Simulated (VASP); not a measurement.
# BN (scan) (P6_3mc) in VASP: a series of runs

BN (scan) is run at these levels: r2SCAN; tasks: single point, relaxation of the atoms.

All numbers are computed with VASP 6.6.1; they aren't measurements. Logs are shortened: lines on timing, memory, paths and dates and some standing lists are left out, and cuts for length are marked.

## 1. The cell of the first run

It takes space group P6_3mc (No. 186, hexagonal). The conventional cell has a = 2.518 Å, b = 2.518 Å, c = 4.165 Å, α = 90.00°, β = 90.00°, γ = 120.00°. B (site symmetry 3m) has 4 N at 1.54 to 1.56 Å within 2.1 Å. Within 2.1 Å of N (site symmetry 3m) lie 4 B at 1.54 to 1.56 Å.

## 2. Single point, r2SCAN (strained cell)

Contents of POSCAR:

```
BN
1.0
    2.5178942316      0.0000000000      0.0000000000
   -1.2589471158      2.1805603686      0.0000000000
    0.0000000000      0.0000000000      4.1647815285
B N
2 2
Direct
    0.3333333333      0.6666666667     -0.0001892126
    0.6666666667      0.3333333333      0.4998107874
    0.3333333333      0.6666666667      0.3741892126
    0.6666666667      0.3333333333      0.8741892126
```

Contents of INCAR.step1:

```
PREC     = Accurate       # precision mode
ENCUT    = 520            # plane-wave cutoff, eV
ISMEAR   = 0              # smearing method
SIGMA    = 0.02           # smearing width, eV
LREAL    = F              # projectors in reciprocal space
LASPH    = T              # aspherical terms in the spheres
NELM     = 100            # most SCF steps
NBANDS   = 16             # bands
GGA      = PE             # functional
ALGO     = Normal         # electronic algorithm
EDIFF    = 1E-4           # SCF threshold, eV
LWAVE    = T              # write WAVECAR
LCHARG   = F              # write CHGCAR
```

Contents of INCAR.step2:

```
PREC     = Accurate       # precision mode
ENCUT    = 520            # plane-wave cutoff, eV
EDIFF    = 1E-7           # SCF threshold, eV
ISMEAR   = 0              # smearing method
SIGMA    = 0.02           # smearing width, eV
LREAL    = F              # projectors in reciprocal space
LASPH    = T              # aspherical terms in the spheres
NELM     = 100            # most SCF steps
ALGO     = Normal         # electronic algorithm
ISIF     = 2              # what is computed and relaxed
LWAVE    = F              # write WAVECAR
LCHARG   = F              # write CHGCAR
METAGGA  = R2SCAN         # meta-GGA
LMIXTAU  = T            
NBANDS   = 16             # bands
ISTART   = 1
```

Contents of KPOINTS:

```
Automatic mesh
0
Gamma
  9 9 6
```

Potentials or basis: VASP PAW PBE potentials, release 64 (B, N).

Command:

```
$ cat potpaw_PBE.64/B/POTCAR potpaw_PBE.64/N/POTCAR > POTCAR
$ cp INCAR.step1 INCAR
$ mpirun -np 1 vasp_std > vasp.out
$ cp INCAR.step2 INCAR
$ mpirun -np 1 vasp_std > vasp.out
```

OUTCAR:

```text
PREC = Accurate
   ENCUT = 520
   EDIFF = 1E-7
   ISMEAR = 0
   LREAL = F
   LASPH = T
   NELM = 100
   ISIF = 2
   METAGGA = R2SCAN
   ISTART = 1

 ion  position               nearest neighbor table
   1  0.333  0.667  1.000-   4 1.54   4 1.54   4 1.54   3 1.56
   2  0.667  0.333  0.500-   3 1.54   3 1.54   3 1.54   4 1.56
   3  0.333  0.667  0.374-   2 1.54   2 1.54   2 1.54   1 1.56
   4  0.667  0.333  0.874-   1 1.54   1 1.54   1 1.54   2 1.56

  LATTYP: Found a hexagonal cell.
 ALAT       =     2.5178942316
 C/A-ratio  =     1.6540732634

  Lattice vectors:

 A1 = (   2.5178942316,   0.0000000000,   0.0000000000)
 A2 = (  -1.2589471158,   2.1805603686,   0.0000000000)
 A3 = (   0.0000000000,   0.0000000000,   4.1647815285)

Analysis of symmetry for initial positions (statically):
=====================================================================
 Subroutine PRICEL returns:
 Original cell was already a primitive cell.

 Routine SETGRP: Setting up the symmetry group for a
 hexagonal supercell.

 Subroutine GETGRP returns: Found 12 space group operations
 (whereof  6 operations were pure point group operations)
 out of a pool of 24 trial point group operations.

The static configuration has the point symmetry C_3v.
 The point group associated with its full space group is C_6v.

Analysis of symmetry for dynamics (positions and initial velocities):
=====================================================================
 Subroutine PRICEL returns:
 Original cell was already a primitive cell.

 Routine SETGRP: Setting up the symmetry group for a
 hexagonal supercell.

 Subroutine GETGRP returns: Found 12 space group operations
 (whereof  6 operations were pure point group operations)
 out of a pool of 24 trial point group operations.

The dynamic configuration has the point symmetry C_3v.
 The point group associated with its full space group is C_6v.

 Subroutine INISYM returns: Found 12 space group operations
 (whereof  6 operations are pure point group operations),
 and found     1 'primitive' translations

----------------------------------------------------------------------------------------

                                     Primitive cell

  volume of cell :      22.8664

  direct lattice vectors                    reciprocal lattice vectors
     2.517894232  0.000000000  0.000000000     0.397157270  0.229298857  0.000000000
    -1.258947116  2.180560369  0.000000000     0.000000000  0.458597714  0.000000000
     0.000000000  0.000000000  4.164781528     0.000000000  0.000000000  0.240108633

  length of vectors
     2.517894232  2.517894232  4.164781528     0.458597714  0.458597714  0.240108633

  position of ions in fractional coordinates (direct lattice)
     0.333333333  0.666666667  0.999810787
     0.666666667  0.333333333  0.499810787
     0.333333333  0.666666667  0.374189213
     0.666666667  0.333333333  0.874189213

  ion indices of the primitive-cell ions
   primitive index   ion index
                 1           1
                 2           2
                 3           3
                 4           4

----------------------------------------------------------------------------------------

 KPOINTS: Automatic mesh

Automatic generation of k-mesh.
 Grid dimensions read from file:
 generate k-points for:    9    9    6

 Generating k-lattice:

  Cartesian coordinates                     Fractional coordinates (reciprocal lattice)
     0.044128586  0.025477651  0.000000000     0.111111111  0.000000000  0.000000000
     0.000000000  0.050955302  0.000000000     0.000000000  0.111111111  0.000000000
     0.000000000  0.000000000  0.040018106     0.000000000  0.000000000  0.166666667

  Length of vectors
     0.050955302  0.050955302  0.040018106

  Shift w.r.t. Gamma in fractional coordinates (k-lattice)
     0.000000000  0.000000000  0.000000000

 Subroutine IBZKPT returns following result:
 ===========================================

 Found     48 irreducible k-points:

 Following reciprocal coordinates:
            Coordinates               Weight
  0.000000  0.000000  0.000000      1.000000
  0.111111  0.000000  0.000000      6.000000
  0.222222  0.000000  0.000000      6.000000
  0.333333  0.000000  0.000000      6.000000
  0.444444  0.000000  0.000000      6.000000
  0.111111  0.111111  0.000000      6.000000
[... 16 lines left out ...]
  0.333333  0.222222  0.166667     24.000000
  0.333333  0.333333  0.166667      4.000000
 [... further k-points ...]
   k-points           NKPTS =     48   k-points in BZ     NKDIM =     48   number of bands    NBANDS=     16
   number of dos      NEDOS =    301   number of ions     NIONS =      4
   total plane-waves  NPLWV =  12800
   dimension x,y,z NGX =    20 NGY =   20 NGZ =   32
   dimension x,y,z NGXF=    40 NGYF=   40 NGZF=   64
   ions per type =               2   2
   NGX,Y,Z   is equivalent  to a cutoff of  13.21, 13.21, 12.77 a.u.
   NGXF,Y,Z  is equivalent  to a cutoff of  26.41, 26.41, 25.55 a.u.
 SYSTEM =  unknown system
   PREC   = accura    normal or accurate (medium, high low for compatibility)
   ISTART =      1    job   : 0-new  1-cont  2-samecut
   ICHARG =      0    charge: 1-file 2-atom 10-const
   ISPIN  =      1    spin polarized calculation?
   LNONCOLLINEAR =      F non collinear calculations
   LSORBIT =      F    spin-orbit coupling
   LASPH  =      T    aspherical Exc in radial PAW
   ENCUT  =  520.0 eV  38.22 Ry    6.18 a.u.   4.68  4.68  7.74*2*pi/ulx,y,z
   NELM   =    100;   NELMIN=  2; NELMDL=  0     # of ELM steps
   EDIFF  = 0.1E-06   stopping-criterion for ELM
   LREAL  =      F    real-space projection
   EDIFFG = 0.1E-05   stopping-criterion for IOM
   NSW    =      0    number of steps for IOM
   IBRION =     -1    ionic relax: 0-MD 1-quasi-New 2-CG
   NFREE  =      0    steps in history (QN), initial steepest desc. (CG)
   ISIF   =      2    stress and relaxation
   ISYM   =      2    0-nonsym 1-usesym 2-fastsym
   POTIM  = 0.5000    time-step for ionic-motion
   TEBEG  =    0.0;   TEEND  =   0.0 temperature during run
   PSTRESS=    0.0 pullay stress
   NELECT =      16.0000    total number of electrons
   NUPDOWN=      -1.0000    fix difference up-down
   EMIN   =  10.00;   EMAX   =-10.00  energy-range for DOS
   EFERMI =   0.00;   METHOD = LEGACY
   ISMEAR =     0;   SIGMA  =   0.02  broadening in eV -4-tet -1-fermi 0-gaus
   EFERMI_NEDOS =   21; number of points for ismear=-14 and -15
   IALGO  =     38    algorithm
   IMIX   =      4    mixing-type and parameters
     AMIX     =   0.40;   BMIX     =  1.00
     AMIX_MAG =   1.60;   BMIX_MAG =  1.00
  volume/ion in A,a.u.               =       5.72        38.58
  Fermi-wavevector in a.u.,A,eV,Ry     =   1.453390  2.746509 28.740171  2.112343
  Thomas-Fermi vector in A             =   2.570662
   LORBIT       =      0    0 simple, 1 ext, 2 COOP (PROOUT), +10 PAW based schemes
   METAGGA = R2SCAN    functional components
   LHFCALC =     F    Hartree Fock is set to
   AEXX    =    0.0000 exact exchange contribution
   IVDW    =     0    specifies the selected vdW correction
   LEPSILON=     F    determine dielectric tensor
   LRPA    =     F    only Hartree local field effects (RPA)
 non-spin polarized calculation
 Gauss-broadening in eV      SIGMA  =   0.02
  energy-cutoff  :      520.00
  volume of cell :       22.87
 maximum number of plane-waves:       640
 NGX is ok and might be reduce to    20
   NGX =  9   NGY =  9   NGZ = 15

 number of electron      15.9999999 magnetization

 Free energy of the ion-electron system (eV)
  ---------------------------------------------------
  ext. energy  EPLUGINS =         0.00000000
  ---------------------------------------------------
  free energy    TOTEN  =       -38.23116333 eV

  energy without entropy =      -38.23116333  energy(sigma->0) =      -38.23116333

 E-fermi :   8.0040     XC(G=0): -13.8100

 val. band max:        7.8235545490   @ k =   0.0000   0.0000   0.0000
 cond. band min:      13.4825096632   @ k =   0.3333   0.3333   0.0000
 fundamental gap:      5.6589551142
 Fermi energy:         8.0039827628

 k-point     1 :       0.0000    0.0000    0.0000
  band No.  band energies     occupation
      1     -14.0443      2.00000
      2      -9.6548      2.00000
      3      -3.8202      2.00000
      4       5.5415      2.00000
      5       5.5415      2.00000
      6       7.5270      2.00000
[... 8 lines left out ...]
     15      20.8314      0.00000
     16      25.6894      0.00000

 k-point     2 :       0.1111    0.0000    0.0000
  band No.  band energies     occupation
      1     -13.7591      2.00000
      2      -9.4368      2.00000
      3      -3.5380      2.00000
      4       4.2874      2.00000
      5       5.0268      2.00000
      6       6.7802      2.00000
[... 8 lines left out ...]
     15      21.6798      0.00000
     16      25.1489      0.00000

 k-point     3 :       0.2222    0.0000    0.0000
  band No.  band energies     occupation
      1     -12.9214      2.00000
      2      -8.8444      2.00000
      3      -2.7126      2.00000
      4       1.6227      2.00000
      5       3.9832      2.00000
      6       4.4503      2.00000
[... 8 lines left out ...]
     15      23.6965      0.00000
     16      24.3996      0.00000

 k-point     4 :       0.3333    0.0000    0.0000
  band No.  band energies     occupation
      1     -11.6058      2.00000
      2      -8.1621      2.00000
      3      -1.4460      2.00000
      4      -0.9459      2.00000
      5       1.9057      2.00000
      6       3.0512      2.00000
[... 8 lines left out ...]
     15      25.2558      0.00000
     16      25.8918      0.00000
[... 324 lines left out ...]
 k-point    22 :       0.2222    0.2222    0.1667
  band No.  band energies     occupation
      1     -10.7179      2.00000
      2      -8.1579      2.00000
      3      -1.2382      2.00000
      4      -0.1130      2.00000
      5       0.6711      2.00000
      6       1.9291      2.00000
[... 8 lines left out ...]
     15      24.5044      0.00000
     16      25.6989      0.00000

 k-point    23 :       0.3333    0.2222    0.1667
  band No.  band energies     occupation
      1      -9.3487      2.00000
      2      -8.0312      2.00000
      3      -1.9086      2.00000
      4      -0.7449      2.00000
      5       0.3338      2.00000
      6       1.7450      2.00000
[... 8 lines left out ...]
     15      25.3232      0.00000
     16      25.9767      0.00000

 k-point    24 :       0.3333    0.3333    0.1667
  band No.  band energies     occupation
      1      -8.3927      2.00000
      2      -8.3927      2.00000
      3      -1.8462      2.00000
      4      -0.5288      2.00000
      5      -0.5288      2.00000
      6       1.5655      2.00000
[... 8 lines left out ...]
     15      25.5382      0.00000
     16      25.5382      0.00000

 [... further k-points ...]
[... 5 lines left out ...]
  --------------------------------------------------------------------------------------
  -------------------------------------------------------------------------------------
  Total        1.9949893      1.9949893      2.0156794      0.0000000      0.0000000      0.0000000
  in kB      139.7826669    139.7826669    141.2323625      0.0000000      0.0000000      0.0000000
  external PRESSURE =     140.2658987 kB  Pullay stress =       0.0000000 kB

 VOLUME and BASIS-vectors are now :
 -----------------------------------------------------------------------------
  energy-cutoff  :      520.00
  volume of cell :       22.87
      direct lattice vectors                 reciprocal lattice vectors
     2.517894232  0.000000000  0.000000000     0.397157270  0.229298857  0.000000000
    -1.258947116  2.180560369  0.000000000     0.000000000  0.458597714  0.000000000
     0.000000000  0.000000000  4.164781528     0.000000000  0.000000000  0.240108633

 POSITION                                       TOTAL-FORCE (eV/Angst)
 -----------------------------------------------------------------------------------
     -0.00000      1.45371      4.16399         0.000000      0.000000      0.004385
      1.25895      0.72685      2.08160        -0.000000     -0.000000      0.004385
     -0.00000      1.45371      1.55842        -0.000000      0.000000     -0.004385
      1.25895      0.72685      3.64081         0.000000     -0.000000     -0.004385
 -----------------------------------------------------------------------------------
    total drift:                               -0.000000      0.000000     -0.001910

  FREE ENERGIE OF THE ION-ELECTRON SYSTEM (eV)
  ---------------------------------------------------
  free  energy   TOTEN  =       -38.2311633325 eV

  energy  without entropy=      -38.2311633325  energy(sigma->0) =      -38.23116333
```

Wall time 56 s (1 thread of Intel Xeon Platinum 8488C (Sapphire Rapids), shared host); peak memory 0.14 GiB.

What came out:

```yaml
Free_energy: -38.2312 eV
Pressure: 14.0 GPa
Largest_force: 0.004 eV/Å
Band_gap_on_the_k_mesh: 5.66 eV, indirect (least direct gap 9.12 eV)
```

Forces in eV/Å, atoms in the order of the input:
```
B    0.000  0.000  0.004
B    0.000  0.000  0.004
N    0.000  0.000 -0.004
N    0.000  0.000 -0.004
```

Stress tensor (GPa, compression positive):
```
13.98  0.00  0.00
 0.00 13.98  0.00
 0.00  0.00 14.12
```

Levels at points of the mesh, in eV from the valence-band top:
```csv
k point,band 5,band 6,band 7,band 8,band 9,band 10,band 11,band 12
"(0.00, 0.00, 0.00)",-2.28,-0.30,0.00,0.00,9.20,9.20,9.50,10.61
"(0.00, 0.00, 0.50)",-1.26,-1.26,-1.26,-1.26,10.55,10.55,10.85,10.85
```

Caveat: the cell differs from its parent crystal (strained cell); the PAW data sets were made with another functional, which shifts forces and pressure a little.

## 3. Single point, r2SCAN

POSCAR is that of step 2.

Contents of INCAR.step1:

```
PREC = Accurate ; ENCUT = 520
ISMEAR = 0 ; SIGMA = 0.01
LREAL = False ; LASPH = True
NELM = 60 ; NBANDS = 16
GGA = PE ; ALGO = Normal
EDIFF = 1E-4 ; LWAVE = True
LCHARG = False
```

Contents of INCAR.step2:

```
PREC = Accurate ; ENCUT = 520
EDIFF = 1E-7 ; ISMEAR = 0
SIGMA = 0.01 ; LREAL = False
LASPH = True ; NELM = 60
ALGO = Normal ; ISIF = 2
LWAVE = False ; LCHARG = False
METAGGA = R2SCAN ; LMIXTAU = True
NBANDS = 16 ; ISTART = 1
```

Contents of KPOINTS:

```
regular mesh
0
Gamma
  9 9 6
```

Potentials or basis: VASP PAW PBE potentials, release 64 (B, N).

Command:

```
$ cat potpaw_PBE.64/B/POTCAR potpaw_PBE.64/N/POTCAR > POTCAR
$ cp INCAR.step1 INCAR
$ mpirun -np 1 vasp_std > vasp.out
$ cp INCAR.step2 INCAR
$ mpirun -np 1 vasp_std > vasp.out
```

Run time: 55 s. Hardware: 1 thread of Intel Xeon Platinum 8488C (Sapphire Rapids), shared host; peak memory 0.14 GiB.

Results (log left out):

| Property | Result |
| --- | --- |
| Free energy | -38.2312 eV |
| Pressure | 14.0 GPa |
| Largest force | 0.004 eV/Å |
| Band gap on the k mesh | 5.66 eV, indirect (least direct gap 9.12 eV) |

Forces on the atoms (eV/Å):
```
B    0.000  0.000  0.004
B    0.000  0.000  0.004
N    0.000  0.000 -0.004
N    0.000  0.000 -0.004
```

Stress tensor (GPa, compression positive):
```
13.98  0.00  0.00
 0.00 13.98  0.00
 0.00  0.00 14.12
```

Levels at points of the mesh, in eV from the valence-band top:
| k point | band 4 | band 5 | band 6 | band 7 | band 8 | band 9 | band 10 | band 11 | band 12 | band 13 |
| --- | --- | --- | --- | --- | --- | --- | --- | --- | --- | --- |
| (0.00, 0.00, 0.00) | -2.28 | -2.28 | -0.30 | 0.00 | 0.00 | 9.20 | 9.20 | 9.50 | 10.61 | 12.05 |
| (0.00, 0.00, 0.50) | -6.11 | -1.26 | -1.26 | -1.26 | -1.26 | 10.55 | 10.55 | 10.85 | 10.85 | 10.85 |

Caveat: the PAW data sets were made with another functional, which shifts forces and pressure a little. A k mesh can miss the band edges.

## 4. Relaxation of the atoms, r2SCAN (strained cell)

Contents of POSCAR:

```
BN
1.0
    2.5178942316      0.0000000000      0.0000000000
   -1.2589471158      2.1805603686      0.0000000000
    0.0000000000      0.0000000000      4.1647815285
B N
2 2
Direct
    0.3333333333      0.6666666667     -0.0003036371
    0.6666666667      0.3333333333      0.4996963629
    0.3333333333      0.6666666667      0.3743036371
    0.6666666667      0.3333333333      0.8743036371
```

Contents of INCAR.step1:

```
SYSTEM = BN
  ALGO = Normal
  EDIFF = 1E-4
  ENCUT = 520
  GGA = PE
  ISMEAR = 0
  LASPH = .TRUE.
  LCHARG = .FALSE.
  LREAL = .FALSE.
  LWAVE = .TRUE.
  NELM = 80
  PREC = Accurate
  SIGMA = 0.02
```

Contents of INCAR.step2:

```
SYSTEM = BN
  ALGO = Normal
  EDIFF = 1E-6
  EDIFFG = -0.002
  ENCUT = 520
  IBRION = 2
  ISIF = 2
  ISMEAR = 0
  ISTART = 1
  LASPH = .TRUE.
  LCHARG = .FALSE.
  LMIXTAU = .TRUE.
  LREAL = .FALSE.
  LWAVE = .FALSE.
  METAGGA = R2SCAN
  NELM = 80
  NSW = 60
  PREC = Accurate
  SIGMA = 0.02
```

Contents of KPOINTS:

```
k-points
0
G
  9 9 6
  0 0 0
```

Command:

```
$ cat potpaw_PBE.64/B/POTCAR potpaw_PBE.64/N/POTCAR > POTCAR
$ cp INCAR.step1 INCAR
$ mpirun -np 1 vasp_std > vasp.out
$ cp INCAR.step2 INCAR
$ mpirun -np 1 vasp_std > vasp.out
```

Run time: 76 s. Hardware: 1 thread of Intel Xeon Platinum 8488C (Sapphire Rapids), shared host; peak memory 0.14 GiB.

Results (log left out):

```
Free energy               : -38.2312 eV
Energy gained by relaxing : 0.0 meV/atom
Ionic steps               : 3
Pressure after relaxing   : 14.0 GPa
Band gap on the k mesh    : 5.66 eV, indirect (least direct gap 9.12 eV)
```

Stress tensor (GPa, compression positive):
```
13.97  0.00  0.00
 0.00 13.97  0.00
 0.00  0.00 14.13
```

Final structure:
```cif
data_structure
_symmetry_space_group_name_H-M 'P 1'
_symmetry_Int_Tables_number 1
_cell_length_a 2.5179
_cell_length_b 2.5179
_cell_length_c 4.1648
_cell_angle_alpha 90.000
_cell_angle_beta 90.000
_cell_angle_gamma 120.000
_cell_volume 22.87
loop_
_atom_site_label
_atom_site_type_symbol
_atom_site_fract_x
_atom_site_fract_y
_atom_site_fract_z
_atom_site_occupancy
B1 B 0.33333 0.66667 0.99983 1
B2 B 0.66667 0.33333 0.49983 1
N1 N 0.33333 0.66667 0.37417 1
N2 N 0.66667 0.33333 0.87417 1
```

Levels at points of the mesh, in eV from the valence-band top:
| k point | band 5 | band 6 | band 7 | band 8 | band 9 | band 10 | band 11 | band 12 |
| --- | --- | --- | --- | --- | --- | --- | --- | --- |
| (0.00, 0.00, 0.00) | -2.28 | -0.30 | 0.00 | 0.00 | 9.20 | 9.20 | 9.50 | 10.61 |
| (0.00, 0.00, 0.50) | -1.26 | -1.26 | -1.26 | -1.26 | 10.54 | 10.54 | 10.85 | 10.85 |

Caveat: the cell differs from its parent crystal (strained cell); the PAW data sets were made with another functional, which shifts forces and pressure a little. A k mesh can miss the band edges.

## 5. The runs side by side

| task | cell | smearing | gap on the mesh (eV) | pressure (GPa) |
| --- | --- | --- | --- | --- |
| single point | as given | gaussian 0.02 eV | 5.66 | 14.0 |
| single point | as given | gaussian 0.01 eV | 5.66 | 14.0 |
| relaxation of the atoms | atoms relaxed | gaussian 0.02 eV | 5.66 | 14.0 |

Alike in all rows: level r2SCAN; potentials or basis VASP PAW PBE potentials, release 64 (B, N); no spin polarisation; k mesh 9 × 9 × 6; cutoff (eV) 520.

Caveats: the PAW data sets were made with another functional, which shifts forces and pressure a little.

Total energies depend on the potentials used, so only differences within one code and one set of settings carry meaning.
